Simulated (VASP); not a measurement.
Crystal: GaH.

```xyz
2
Lattice="0.0000 1.7599 1.7599 1.7599 0.0000 1.7599 1.7599 1.7599 0.0000" Properties=species:S:1:pos:R:3 pbc="T T T"
Ga    0.0000    0.0000    0.0000
H     1.7599    1.7599    1.7599
```

* Program: VASP 6.6.1
* Task: relaxation of cell and atoms
* Functional: PBE
* Potentials or basis: VASP PAW PBE potentials, release 64 (Ga_d, H)
* Cutoff: 600 eV
* k mesh: 10 × 10 × 10
* Occupations: gaussian, width 0.1 eV
* Spin: no spin polarisation

At the start: pressure 200.3 GPa; volume 5.45 Å³/atom.

Where does the relaxation end?

Over 5 steps the energy falls by 1862.7 meV/atom and the volume is 11.39 Å³/atom (+109.0 %); space group Fm-3m (No. 225, to 0.05 Å).

The path:
```csv
step,energy change (eV),largest force (eV/Å),pressure (GPa),volume (Å³)
1,0.0000,0.0000,200.34,10.90
2,-3.6954,0.0000,-3.08,25.58
3,-3.6914,0.0000,5.56,20.74
4,-3.7231,0.0000,-1.05,23.53
5,-3.7253,0.0000,0.14,22.79
```

Final structure:
```xyz
2
Lattice="0.0000 2.2502 2.2502 2.2502 0.0000 2.2502 2.2502 2.2502 0.0000" Properties=species:S:1:pos:R:3 pbc="T T T"
Ga    0.0000    0.0000    0.0000
H     2.2502    2.2502    2.2502
```

Caveat: the volume moved by over 15 % at a fixed basis, so the end points are rough.
